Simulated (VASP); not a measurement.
# CsSrF3 in VASP: further runs, part 2 of 2

VASP 6.6.1. The steps go on from the part before.

## 5. Single point, LDA (strain -0.030 along x and y, -0.015 along z)

The input, INCAR:

```
PREC     = Accurate       # precision mode
ENCUT    = 520            # plane-wave cutoff, eV
EDIFF    = 1E-7           # SCF threshold, eV
ISMEAR   = 0              # smearing method
SIGMA    = 0.05           # smearing width, eV
LREAL    = F              # projectors in reciprocal space
LASPH    = T              # aspherical terms in the spheres
NELM     = 60             # most SCF steps
ALGO     = Normal         # electronic algorithm
ISIF     = 2              # what is computed and relaxed
LWAVE    = F              # write WAVECAR
LCHARG   = F              # write CHGCAR
GGA      = CA             # functional
NBANDS   = 28             # bands
```

The input, KPOINTS:

```
regular mesh
0
Gamma
  6 6 6
```

The input, POSCAR:

```
CsSrF3
1.0
    4.6203495997      0.0000000000      0.0000000000
    0.0000000000      4.6203495997      0.0000000000
    0.0000000000      0.0000000000      4.6917983048
Cs Sr F
1 1 3
Direct
    0.0000000000      0.0000000000      0.0000000000
    0.5000000000      0.5000000000      0.5000000000
    0.0000000000      0.5000000000      0.5000000000
    0.5000000000      0.0000000000      0.5000000000
    0.5000000000      0.5000000000      0.0000000000
```

Potentials or basis: VASP PAW LDA potentials, release 64 (Cs_sv, Sr_sv, F).

The run is started by

```
$ cat potpaw_LDA.64/Cs_sv/POTCAR potpaw_LDA.64/Sr_sv/POTCAR potpaw_LDA.64/F/POTCAR > POTCAR
$ mpirun -np 1 vasp_std > vasp.out
```

OUTCAR:

```text
PREC = Accurate
   ENCUT = 520
   EDIFF = 1E-7
   ISMEAR = 0
   LREAL = F
   LASPH = T
   NELM = 60
   ISIF = 2
   GGA = CA

 ion  position               nearest neighbor table
   1  0.000  0.000  0.000-   2 4.02   2 4.02   2 4.02   2 4.02   2 4.02   2 4.02   2 4.02   2 4.02

   2  0.500  0.500  0.500-   3 2.31   4 2.31   4 2.31   3 2.31   5 2.35   5 2.35   1 4.02   1 4.02
                             1 4.02   1 4.02   1 4.02   1 4.02   1 4.02   1 4.02
   3  0.000  0.500  0.500-   2 2.31   2 2.31
   4  0.500  0.000  0.500-   2 2.31   2 2.31
   5  0.500  0.500  0.000-   2 2.35   2 2.35

  LATTYP: Found a simple tetragonal cell.
 ALAT       =     4.6203495997
 C/A-ratio  =     1.0154639175

  Lattice vectors:

 A1 = (   4.6203495997,   0.0000000000,   0.0000000000)
 A2 = (   0.0000000000,   4.6203495997,   0.0000000000)
 A3 = (   0.0000000000,   0.0000000000,   4.6917983048)

Analysis of symmetry for initial positions (statically):
=====================================================================
 Subroutine PRICEL returns:
 Original cell was already a primitive cell.

[... 178 lines left out ...]
 val. band max:       -2.0689990330   @ k =   0.0000   0.0000   0.0000
 cond. band min:       4.2086214031   @ k =   0.0000   0.0000   0.0000
 fundamental gap:      6.2776204362
 Fermi energy:        -1.8052935045

 k-point     1 :       0.0000    0.0000    0.0000
  band No.  band energies     occupation
      1     -31.4221      2.00000
      2     -20.8816      2.00000
      3     -20.8426      2.00000
      4     -20.7822      2.00000
      5     -19.6999      2.00000
      6     -13.9494      2.00000
[... 733 lines left out ...]
     27       9.0580      0.00000
     28       9.9687      0.00000

 [... further k-points ...]

------------------------ aborting loop because EDIFF is reached ----------------------------------------

  FORCE on cell =-STRESS in cart. coord.  units (eV):
  Direction    XX          YY          ZZ          XY          YZ          ZX
  --------------------------------------------------------------------------------------
  -------------------------------------------------------------------------------------
  Total        0.6731825      0.6731825     -0.3099499      0.0000000      0.0000000      0.0000000
  in kB       10.7684792     10.7684792     -4.9580750      0.0000000      0.0000000      0.0000000
  external PRESSURE =       5.5262945 kB  Pullay stress =       0.0000000 kB

 VOLUME and BASIS-vectors are now :
 -----------------------------------------------------------------------------
  energy-cutoff  :      520.00
  volume of cell :      100.16
      direct lattice vectors                 reciprocal lattice vectors
     4.620349600  0.000000000  0.000000000     0.216433839  0.000000000  0.000000000
     0.000000000  4.620349600  0.000000000     0.000000000  0.216433839  0.000000000
     0.000000000  0.000000000  4.691798305     0.000000000  0.000000000  0.213137892

 POSITION                                       TOTAL-FORCE (eV/Angst)
 -----------------------------------------------------------------------------------
      0.00000      0.00000      0.00000         0.000000      0.000000      0.000000
      2.31017      2.31017      2.34590         0.000000      0.000000      0.000000
      0.00000      2.31017      2.34590         0.000000      0.000000      0.000000
      2.31017      0.00000      2.34590         0.000000      0.000000      0.000000
      2.31017      2.31017      0.00000         0.000000      0.000000      0.000000
 -----------------------------------------------------------------------------------
    total drift:                                0.000000      0.000000      0.000000

  FREE ENERGIE OF THE ION-ELECTRON SYSTEM (eV)
  ---------------------------------------------------
  free  energy   TOTEN  =       -27.1781601887 eV

  energy  without entropy=      -27.1781601887  energy(sigma->0) =      -27.17816019
```

Run time: 54 s. Hardware: 1 thread of AMD EPYC 9R45 (Zen 5), shared host; peak memory 0.21 GiB.

Results:

* Free energy: -27.1782 eV
* Pressure: 0.6 GPa
* Band gap on the k mesh: 6.28 eV, direct

Levels at points of the mesh, in eV from the valence-band top:
```
           k point  band 17  band 18  band 19  band 20  band 21  band 22  band 23  band 24
(0.00, 0.00, 0.00)    -0.37    -0.05     0.00     0.00     6.28     7.51     7.55     8.50
(0.50, 0.00, 0.00)    -0.65    -0.64    -0.05     0.00     7.92     8.46     9.47     9.54
(0.50, 0.50, 0.00)    -0.35    -0.35    -0.21    -0.06     8.17     8.70     8.98     8.98
(0.00, 0.00, 0.50)    -0.56    -0.56     0.00     0.00     7.89     8.37     9.51     9.51
(0.50, 0.00, 0.50)    -0.42    -0.42    -0.21    -0.01     8.19     8.64     9.03     9.06
(0.50, 0.50, 0.50)    -0.77    -0.20    -0.20    -0.20     8.44     8.44     8.48    10.65
```

Caveat: the cell differs from its parent crystal (strain -0.030 along x and y, -0.015 along z); spin-orbit coupling is left out, which moves the levels of the heavy elements. A k mesh can miss the band edges.

## 6. Single point, LDA (strain -0.030 along x and y, +0.000 along z)

The input, INCAR:

```
SYSTEM = CsSrF3
PREC = Accurate ; ENCUT = 520
EDIFF = 1E-7 ; ISMEAR = 0
SIGMA = 0.05 ; LREAL = .False.
LASPH = .True. ; NELM = 80
ALGO = Normal ; ISIF = 2
LWAVE = .False. ; LCHARG = .True.
GGA = CA ; LELF = .True.
LVHAR = .True. ; NBANDS = 28
```

The input, KPOINTS:

```
regular mesh
0
Gamma
  6 6 6
  0 0 0
```

Changes to POSCAR since step 5:

```diff
@@ -4,3 +4,3 @@
     0.0000000000      4.6203495997      0.0000000000
-    0.0000000000      0.0000000000      4.6917983048
+    0.0000000000      0.0000000000      4.7632470100
 Cs Sr F
```

Potentials or basis: VASP PAW LDA potentials, release 64 (Cs_sv, Sr_sv, F).

The run is started by

```
$ cat potpaw_LDA.64/Cs_sv/POTCAR potpaw_LDA.64/Sr_sv/POTCAR potpaw_LDA.64/F/POTCAR > POTCAR
$ mpirun -np 1 vasp_std > vasp.out
```

OUTCAR:

```text
SYSTEM = CsSrF3
   PREC = Accurate
   ENCUT = 520
   EDIFF = 1E-7
   ISMEAR = 0
   LREAL = .False.
   LASPH = .True.
   NELM = 80
   ISIF = 2
   GGA = CA

 ion  position               nearest neighbor table
   1  0.000  0.000  0.000-   2 4.04   2 4.04   2 4.04   2 4.04   2 4.04   2 4.04   2 4.04   2 4.04

   2  0.500  0.500  0.500-   3 2.31   4 2.31   4 2.31   3 2.31   5 2.38   5 2.38   1 4.04   1 4.04
                             1 4.04   1 4.04   1 4.04   1 4.04   1 4.04   1 4.04
   3  0.000  0.500  0.500-   2 2.31   2 2.31
   4  0.500  0.000  0.500-   2 2.31   2 2.31
   5  0.500  0.500  0.000-   2 2.38   2 2.38

  LATTYP: Found a simple tetragonal cell.
 ALAT       =     4.6203495997
 C/A-ratio  =     1.0309278351

  Lattice vectors:

 A1 = (   4.6203495997,   0.0000000000,   0.0000000000)
 A2 = (   0.0000000000,   4.6203495997,   0.0000000000)
 A3 = (   0.0000000000,   0.0000000000,   4.7632470100)

Analysis of symmetry for initial positions (statically):
=====================================================================
 Subroutine PRICEL returns:
 Original cell was already a primitive cell.

 Routine SETGRP: Setting up the symmetry group for a
 simple tetragonal supercell.

 Subroutine GETGRP returns: Found 16 space group operations
 (whereof 16 operations were pure point group operations)
 out of a pool of 16 trial point group operations.

The static configuration has the point symmetry D_4h.

Analysis of symmetry for dynamics (positions and initial velocities):
=====================================================================
 Subroutine PRICEL returns:
 Original cell was already a primitive cell.

 Routine SETGRP: Setting up the symmetry group for a
 simple tetragonal supercell.

 Subroutine GETGRP returns: Found 16 space group operations
 (whereof 16 operations were pure point group operations)
 out of a pool of 16 trial point group operations.
[... 120 lines left out ...]
   EMIN   =  10.00;   EMAX   =-10.00  energy-range for DOS
   EFERMI =   0.00;   METHOD = LEGACY
   ISMEAR =     0;   SIGMA  =   0.05  broadening in eV -4-tet -1-fermi 0-gaus
   EFERMI_NEDOS =   21; number of points for ismear=-14 and -15
   IALGO  =     38    algorithm
   IMIX   =      4    mixing-type and parameters
     AMIX     =   0.40;   BMIX     =  1.00
     AMIX_MAG =   1.60;   BMIX_MAG =  1.00
  volume/ion in A,a.u.               =      20.34       137.24
  Fermi-wavevector in a.u.,A,eV,Ry     =   1.199528  2.266780 19.576996  1.438869
  Thomas-Fermi vector in A             =   2.335389
   LORBIT       =      0    0 simple, 1 ext, 2 COOP (PROOUT), +10 PAW based schemes
   GGA     = CA    functional components
   LHFCALC =     F    Hartree Fock is set to
   AEXX    =    0.0000 exact exchange contribution
   IVDW    =     0    specifies the selected vdW correction
   LEPSILON=     F    determine dielectric tensor
   LRPA    =     F    only Hartree local field effects (RPA)
 non-spin polarized calculation
 Gauss-broadening in eV      SIGMA  =   0.05
  energy-cutoff  :      520.00
  volume of cell :      101.68
 maximum number of plane-waves:      2762
 NGX is ok and might be reduce to    36
   NGX = 17   NGY = 17   NGZ = 17

 number of electron      40.0000008 magnetization

 Free energy of the ion-electron system (eV)
  ---------------------------------------------------
  ext. energy  EPLUGINS =         0.00000000
  ---------------------------------------------------
  free energy    TOTEN  =       -27.16740639 eV

  energy without entropy =      -27.16740639  energy(sigma->0) =      -27.16740639

 E-fermi :  -1.9245     XC(G=0):  -9.3659

 val. band max:       -2.1438645776   @ k =   0.0000   0.0000   0.0000
 cond. band min:       4.0653986535   @ k =   0.0000   0.0000   0.0000
 fundamental gap:      6.2092632310
 Fermi energy:        -1.9244525531

 k-point     1 :       0.0000    0.0000    0.0000
  band No.  band energies     occupation
      1     -31.5554      2.00000
      2     -20.9403      2.00000
      3     -20.9088      2.00000
      4     -20.7859      2.00000
      5     -19.7994      2.00000
      6     -14.0712      2.00000
[... 733 lines left out ...]
     27       8.8761      0.00000
     28       9.8220      0.00000

 [... further k-points ...]
[... 5 lines left out ...]
  --------------------------------------------------------------------------------------
  -------------------------------------------------------------------------------------
  Total        0.4801503      0.4801503     -1.3313348      0.0000000      0.0000000      0.0000000
  in kB        7.5654535      7.5654535    -20.9770829      0.0000000      0.0000000      0.0000000
  external PRESSURE =      -1.9487253 kB  Pullay stress =       0.0000000 kB

 VOLUME and BASIS-vectors are now :
 -----------------------------------------------------------------------------
  energy-cutoff  :      520.00
  volume of cell :      101.68
      direct lattice vectors                 reciprocal lattice vectors
     4.620349600  0.000000000  0.000000000     0.216433839  0.000000000  0.000000000
     0.000000000  4.620349600  0.000000000     0.000000000  0.216433839  0.000000000
     0.000000000  0.000000000  4.763247010     0.000000000  0.000000000  0.209940824

 POSITION                                       TOTAL-FORCE (eV/Angst)
 -----------------------------------------------------------------------------------
      0.00000      0.00000      0.00000         0.000000      0.000000      0.000000
      2.31017      2.31017      2.38162         0.000000      0.000000      0.000000
      0.00000      2.31017      2.38162         0.000000      0.000000      0.000000
      2.31017      0.00000      2.38162         0.000000      0.000000      0.000000
      2.31017      2.31017      0.00000         0.000000      0.000000      0.000000
 -----------------------------------------------------------------------------------
    total drift:                                0.000000      0.000000      0.000000

  FREE ENERGIE OF THE ION-ELECTRON SYSTEM (eV)
  ---------------------------------------------------
  free  energy   TOTEN  =       -27.1674063875 eV

  energy  without entropy=      -27.1674063875  energy(sigma->0) =      -27.16740639
```

OSZICAR:

```text
N       E                     dE             d eps       ncg     rms          rms(c)
DAV:   1     0.269167531039E+03    0.26917E+03   -0.21426E+04  2240   0.134E+03
DAV:   2    -0.129320842767E+02   -0.28210E+03   -0.27409E+03  2792   0.302E+02
DAV:   3    -0.297170626890E+02   -0.16785E+02   -0.16731E+02  2932   0.743E+01
DAV:   4    -0.304714981681E+02   -0.75444E+00   -0.75319E+00  3732   0.966E+00
DAV:   5    -0.304765748676E+02   -0.50767E-02   -0.50765E-02  2768   0.825E-01    0.245E+01
DAV:   6    -0.274068858800E+02    0.30697E+01   -0.11220E+01  2468   0.248E+01    0.209E+01
DAV:   7    -0.272887223040E+02    0.11816E+00   -0.13446E+00  2880   0.602E+00    0.983E+00
DAV:   8    -0.271819829488E+02    0.10674E+00   -0.18077E-01  2808   0.307E+00    0.141E+00
DAV:   9    -0.271688236769E+02    0.13159E-01   -0.57396E-02  2824   0.132E+00    0.499E-01
DAV:  10    -0.271674497363E+02    0.13739E-02   -0.74701E-03  2844   0.530E-01    0.300E-01
DAV:  11    -0.271674184292E+02    0.31307E-04   -0.32327E-04  3048   0.107E-01    0.285E-02
DAV:  12    -0.271674063907E+02    0.12038E-04   -0.55074E-05  3064   0.478E-02    0.196E-02
DAV:  13    -0.271674062785E+02    0.11217E-06   -0.13934E-05  3212   0.223E-02    0.909E-03
DAV:  14    -0.271674063391E+02   -0.60591E-07   -0.10136E-06  2736   0.594E-03    0.232E-03
DAV:  15    -0.271674063875E+02   -0.48333E-07   -0.29727E-07  2252   0.338E-03
   1 F= -.27167406E+02 E0= -.27167406E+02  d E =-.176890E-10
```

It took 58 s on 1 thread of AMD EPYC 9R45 (Zen 5), shared host; peak memory 0.21 GiB.

Results:

* Free energy: -27.1674 eV
* Pressure: -0.2 GPa
* Band gap on the k mesh: 6.21 eV, direct

Stress tensor (GPa, compression positive):
```
 0.76  0.00  0.00
 0.00  0.76  0.00
 0.00  0.00 -2.10
```

Caveat: the cell differs from its parent crystal (strain -0.030 along x and y, +0.000 along z); spin-orbit coupling is left out, which moves the levels of the heavy elements. A k mesh can miss the band edges.

## 7. Summary

```tsv
cell	gap on the mesh (eV)	pressure (GPa)
a = 4.906, b = 4.906, c = 4.763 Å, 5 atoms	5.75	-4.8
a = 4.620 Å, 5 atoms	6.35	1.4
a = 4.906 Å, 5 atoms	5.62	-5.7
a = 4.620, b = 4.620, c = 4.692 Å, 5 atoms	6.28	0.6
a = 4.620, b = 4.620, c = 4.763 Å, 5 atoms	6.21	-0.2
```

Alike in all rows: task single point; level LDA; potentials or basis VASP PAW LDA potentials, release 64 (Cs_sv, Sr_sv, F); no spin polarisation; k mesh 6 × 6 × 6; cutoff (eV) 520; smearing gaussian 0.05 eV.

Caveats: spin-orbit coupling is left out, which moves the levels of the heavy elements.

Absolute energies hang on the potentials; compare differences alone.
